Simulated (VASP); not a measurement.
# IO (Fm-3m) in VASP: single point with PBE+D3(BJ)

Aim: the single point of IO with PBE+D3(BJ).

Program: VASP 6.6.1. These are calculated values, not measurements. Logs are shortened: lines on timing, memory, paths and dates and some standing lists are left out, and cuts for length are marked.

## Step 1: The cell of the first run

It takes space group Fm-3m (No. 225, cubic). Conventional cell: a = 5.719 Å, b = 5.719 Å, c = 5.719 Å, α = 90.00°, β = 90.00°, γ = 90.00°. I (site symmetry m-3m) has 6 O at 2.86 Å within 3.8 Å. O (site symmetry m-3m) has 6 I at 2.86 Å within 3.8 Å.

## Step 2: Single point, PBE+D3(BJ)

Input file INCAR:

```
PREC = Accurate ; ENCUT = 520
EDIFF = 1E-6 ; ISMEAR = 0
SIGMA = 0.1 ; LREAL = F
LASPH = T ; NELM = 80
ALGO = Normal ; ISIF = 2
LWAVE = F ; LCHARG = F
GGA = PE ; IVDW = 12
NBANDS = 14
```

Input file KPOINTS:

```
regular mesh
0
Gamma
  6 6 6
```

Input file POSCAR:

```
IO
1.0
    0.0000000000      2.8593165900      2.8593165900
    2.8593165900      0.0000000000      2.8593165900
    2.8593165900      2.8593165900      0.0000000000
I O
1 1
Direct
    0.5000000000      0.5000000000      0.5000000000
    0.0000000000      0.0000000000      0.0000000000
```

Potentials or basis: VASP PAW PBE potentials, release 64 (I, O).

Run with:

```bash
cat potpaw_PBE.64/I/POTCAR potpaw_PBE.64/O/POTCAR > POTCAR
mpirun -np 1 vasp_std > vasp.out
```

OUTCAR:

```text
PREC = Accurate
   ENCUT = 520
   EDIFF = 1E-6
   ISMEAR = 0
   LREAL = F
   LASPH = T
   NELM = 80
   ISIF = 2
   GGA = PE
   IVDW = 12
 IVDW          = 12

 ion  position               nearest neighbor table
   1  0.500  0.500  0.500-
   2  0.000  0.000  0.000-

  LATTYP: Found a face centered cubic cell.
 ALAT       =     5.7186331800

  Lattice vectors:

 A1 = (   0.0000000000,   2.8593165900,   2.8593165900)
 A2 = (   2.8593165900,   0.0000000000,   2.8593165900)
 A3 = (   2.8593165900,   2.8593165900,   0.0000000000)

Analysis of symmetry for initial positions (statically):
=====================================================================
 Subroutine PRICEL returns:
 Original cell was already a primitive cell.

 Routine SETGRP: Setting up the symmetry group for a
 face centered cubic supercell.

 Subroutine GETGRP returns: Found 48 space group operations
 (whereof 48 operations were pure point group operations)
 out of a pool of 48 trial point group operations.

The static configuration has the point symmetry O_h .

Analysis of symmetry for dynamics (positions and initial velocities):
=====================================================================
 Subroutine PRICEL returns:
 Original cell was already a primitive cell.

 Routine SETGRP: Setting up the symmetry group for a
 face centered cubic supercell.

 Subroutine GETGRP returns: Found 48 space group operations
 (whereof 48 operations were pure point group operations)
 out of a pool of 48 trial point group operations.

The dynamic configuration has the point symmetry O_h .

 Subroutine INISYM returns: Found 48 space group operations
 (whereof 48 operations are pure point group operations),
 and found     1 'primitive' translations

----------------------------------------------------------------------------------------

                                     Primitive cell

  volume of cell :      46.7538

  direct lattice vectors                    reciprocal lattice vectors
     0.000000000  2.859316590  2.859316590    -0.174866960  0.174866960  0.174866960
     2.859316590  0.000000000  2.859316590     0.174866960 -0.174866960  0.174866960
     2.859316590  2.859316590  0.000000000     0.174866960  0.174866960 -0.174866960

  length of vectors
     4.043684301  4.043684301  4.043684301     0.302878459  0.302878459  0.302878459

  position of ions in fractional coordinates (direct lattice)
     0.500000000  0.500000000  0.500000000
     0.000000000  0.000000000  0.000000000

  ion indices of the primitive-cell ions
   primitive index   ion index
                 1           1
                 2           2

----------------------------------------------------------------------------------------

 KPOINTS: regular mesh

Automatic generation of k-mesh.
 Grid dimensions read from file:
 generate k-points for:    6    6    6

 Generating k-lattice:

  Cartesian coordinates                     Fractional coordinates (reciprocal lattice)
    -0.029144493  0.029144493  0.029144493     0.166666667  0.000000000  0.000000000
     0.029144493 -0.029144493  0.029144493     0.000000000  0.166666667  0.000000000
     0.029144493  0.029144493 -0.029144493     0.000000000  0.000000000  0.166666667

  Length of vectors
     0.050479743  0.050479743  0.050479743

  Shift w.r.t. Gamma in fractional coordinates (k-lattice)
     0.000000000  0.000000000  0.000000000

 Subroutine IBZKPT returns following result:
 ===========================================

 Found     16 irreducible k-points:

 Following reciprocal coordinates:
            Coordinates               Weight
  0.000000  0.000000  0.000000      1.000000
  0.166667  0.000000  0.000000      8.000000
  0.333333  0.000000  0.000000      8.000000
  0.500000  0.000000  0.000000      4.000000
  0.166667  0.166667  0.000000      6.000000
  0.333333  0.166667  0.000000     24.000000
[... 8 lines left out ...]
 -0.333333  0.333333  0.166667     24.000000
 -0.333333  0.500000  0.166667     12.000000
   k-points           NKPTS =     16   k-points in BZ     NKDIM =     16   number of bands    NBANDS=     14
   number of dos      NEDOS =    301   number of ions     NIONS =      2
   total plane-waves  NPLWV =  27000
   dimension x,y,z NGX =    30 NGY =   30 NGZ =   30
   dimension x,y,z NGXF=    60 NGYF=   60 NGZF=   60
   ions per type =               1   1
   NGX,Y,Z   is equivalent  to a cutoff of  12.33, 12.33, 12.33 a.u.
   NGXF,Y,Z  is equivalent  to a cutoff of  24.67, 24.67, 24.67 a.u.
 SYSTEM =  unknown system
   PREC   = accura    normal or accurate (medium, high low for compatibility)
   ISTART =      0    job   : 0-new  1-cont  2-samecut
   ICHARG =      2    charge: 1-file 2-atom 10-const
   ISPIN  =      1    spin polarized calculation?
   LNONCOLLINEAR =      F non collinear calculations
   LSORBIT =      F    spin-orbit coupling
   LASPH  =      T    aspherical Exc in radial PAW
   ENCUT  =  520.0 eV  38.22 Ry    6.18 a.u.   7.52  7.52  7.52*2*pi/ulx,y,z
   NELM   =     80;   NELMIN=  2; NELMDL= -5     # of ELM steps
   EDIFF  = 0.1E-05   stopping-criterion for ELM
   LREAL  =      F    real-space projection
   EDIFFG = 0.1E-04   stopping-criterion for IOM
   NSW    =      0    number of steps for IOM
   IBRION =     -1    ionic relax: 0-MD 1-quasi-New 2-CG
   NFREE  =      0    steps in history (QN), initial steepest desc. (CG)
   ISIF   =      2    stress and relaxation
   ISYM   =      2    0-nonsym 1-usesym 2-fastsym
   POTIM  = 0.5000    time-step for ionic-motion
   TEBEG  =    0.0;   TEEND  =   0.0 temperature during run
   PSTRESS=    0.0 pullay stress
   NELECT =      13.0000    total number of electrons
   NUPDOWN=      -1.0000    fix difference up-down
   EMIN   =  10.00;   EMAX   =-10.00  energy-range for DOS
   EFERMI =   0.00;   METHOD = LEGACY
   ISMEAR =     0;   SIGMA  =   0.10  broadening in eV -4-tet -1-fermi 0-gaus
   EFERMI_NEDOS =   21; number of points for ismear=-14 and -15
   IALGO  =     38    algorithm
   IMIX   =      4    mixing-type and parameters
     AMIX     =   0.40;   BMIX     =  1.00
     AMIX_MAG =   1.60;   BMIX_MAG =  1.00
  volume/ion in A,a.u.               =      23.38       157.76
  Fermi-wavevector in a.u.,A,eV,Ry     =   1.068523  2.019215 15.534323  1.141741
  Thomas-Fermi vector in A             =   2.204173
   LORBIT       =      0    0 simple, 1 ext, 2 COOP (PROOUT), +10 PAW based schemes
   GGA     = PE    functional components
   LHFCALC =     F    Hartree Fock is set to
   AEXX    =    0.0000 exact exchange contribution
   IVDW    =    12    specifies the selected vdW correction
   LEPSILON=     F    determine dielectric tensor
   LRPA    =     F    only Hartree local field effects (RPA)
 non-spin polarized calculation
 Gauss-broadening in eV      SIGMA  =   0.10
  energy-cutoff  :      520.00
  volume of cell :       46.75
 maximum number of plane-waves:      1278
   NGX = 15   NGY = 15   NGZ = 15

 number of electron      13.0000005 magnetization

 Free energy of the ion-electron system (eV)
  ---------------------------------------------------
  ext. energy  EPLUGINS =         0.00000000
  ---------------------------------------------------
  free energy    TOTEN  =        -4.53241286 eV

  energy without entropy =       -4.52151565  energy(sigma->0) =       -4.52696425

 E-fermi :   3.3810     XC(G=0):  -9.2046

 val. band max:        3.3351273893   @ k =   0.5000   0.3333   0.1667
 cond. band min:       3.5026248133   @ k =   0.5000   0.3333   0.0000
 fundamental gap:      0.1674974241
 Fermi energy:         3.3809585862

 k-point     1 :       0.0000    0.0000    0.0000
  band No.  band energies     occupation
      1     -13.7381      2.00000
      2      -8.8906      2.00000
      3       0.7877      2.00000
      4       0.7877      2.00000
      5       0.7877      2.00000
      6       3.9050      0.00000
      7       3.9050      0.00000
      8       3.9050      0.00000
      9      11.0796      0.00000
     10      11.8567      0.00000
     11      11.8567      0.00000
     12      11.8567      0.00000
     13      14.4197      0.00000
     14      14.4197      0.00000

 k-point     2 :       0.1667    0.0000    0.0000
  band No.  band energies     occupation
      1     -13.6485      2.00000
      2      -8.9581      2.00000
      3       0.7578      2.00000
      4       0.8617      2.00000
      5       0.8617      2.00000
      6       3.1427      1.99925
      7       3.5506      0.01645
      8       3.5506      0.01645
      9      11.0838      0.00000
     10      12.3437      0.00000
     11      12.3437      0.00000
     12      12.4284      0.00000
     13      14.8635      0.00000
     14      14.8635      0.00000

 k-point     3 :       0.3333    0.0000    0.0000
  band No.  band energies     occupation
      1     -13.4564      2.00000
      2      -9.1048      2.00000
      3       0.6460      2.00000
      4       1.0876      2.00000
      5       1.0876      2.00000
      6       2.0434      2.00000
      7       2.8244      2.00000
      8       2.8244      2.00000
      9      10.6890      0.00000
     10      13.3582      0.00000
     11      13.3582      0.00000
     12      14.6739      0.00000
     13      16.0919      0.00000
     14      16.0919      0.00000
[... 188 lines left out ...]
 k-point    15 :      -0.3333    0.3333    0.1667
  band No.  band energies     occupation
      1     -13.3099      2.00000
      2      -8.9704      2.00000
      3      -0.7792      2.00000
      4      -0.6106      2.00000
      5       1.4616      2.00000
      6       1.8502      2.00000
      7       3.7141      0.00000
      8       3.8799      0.00000
      9      11.5893      0.00000
     10      12.0176      0.00000
     11      14.4287      0.00000
     12      15.7436      0.00000
     13      16.4018      0.00000
     14      18.6882      0.00000

 k-point    16 :      -0.3333    0.5000    0.1667
  band No.  band energies     occupation
      1     -13.3015      2.00000
      2      -8.8608      2.00000
      3      -1.3665      2.00000
      4      -0.6600      2.00000
      5       0.6894      2.00000
      6       2.8339      2.00000
      7       4.0701      0.00000
      8       4.1119      0.00000
      9      10.2404      0.00000
     10      13.4071      0.00000
     11      13.5583      0.00000
     12      16.2209      0.00000
     13      18.2394      0.00000
     14      19.0623      0.00000

------------------------ aborting loop because EDIFF is reached ----------------------------------------

 Edisp (eV)   -0.44692

 E8    (eV) :    -0.1838

  FORCE on cell =-STRESS in cart. coord.  units (eV):
  Direction    XX          YY          ZZ          XY          YZ          ZX
  --------------------------------------------------------------------------------------
  -------------------------------------------------------------------------------------
  Total      -3.06986    -3.06986    -3.06986    -0.00000     0.00000     0.00000
  in kB    -105.19935  -105.19935  -105.19935    -0.00000     0.00000     0.00000
  external pressure =     -105.20 kB  Pullay stress =        0.00 kB

 VOLUME and BASIS-vectors are now :
 -----------------------------------------------------------------------------
  energy-cutoff  :      520.00
  volume of cell :       46.75
      direct lattice vectors                 reciprocal lattice vectors
     0.000000000  2.859316590  2.859316590    -0.174866960  0.174866960  0.174866960
     2.859316590  0.000000000  2.859316590     0.174866960 -0.174866960  0.174866960
     2.859316590  2.859316590  0.000000000     0.174866960  0.174866960 -0.174866960

 POSITION                                       TOTAL-FORCE (eV/Angst)
 -----------------------------------------------------------------------------------
      2.85932      2.85932      2.85932        -0.000000      0.000000     -0.000000
      0.00000      0.00000      0.00000         0.000000     -0.000000      0.000000
 -----------------------------------------------------------------------------------
    total drift:                               -0.000000      0.000000      0.000000

  FREE ENERGIE OF THE ION-ELECTRON SYSTEM (eV)
  ---------------------------------------------------
  free  energy   TOTEN  =        -4.9793362944 eV

  energy  without entropy=       -4.9684390794  energy(sigma->0) =       -4.97388769
```

Run time: 11 s. Hardware: 1 thread of Intel Xeon Platinum 8375C at 2.90GHz (Ice Lake), shared host; peak memory 0.18 GiB.

What came out:

```yaml
Free_energy: -4.9793 eV
Pressure: -10.5 GPa
Dispersion_energy_per_atom: -0.223 eV
```

Levels at points of the mesh, in eV from the Fermi level:
```tsv
k point	band 2	band 3	band 4	band 5	band 6	band 7	band 8	band 9	band 10	band 11
(0.00, 0.00, 0.00)	-12.27	-2.59	-2.59	-2.59	0.52	0.52	0.52	7.70	8.48	8.48
(0.50, 0.00, 0.00)	-12.57	-2.84	-2.09	-2.09	-1.74	-0.99	-0.99	7.30	10.49	10.49
(0.50, 0.50, 0.00)	-12.15	-5.05	-3.62	-3.62	0.74	0.74	0.78	5.43	9.10	13.37
```

Caveat: spin-orbit coupling is left out, which moves the levels of the heavy elements; an odd number of electrons without spin polarisation forces a metal; a magnetic or distorted state may lie lower; pairwise dispersion overbinds metals, which lowers pressure and volume.
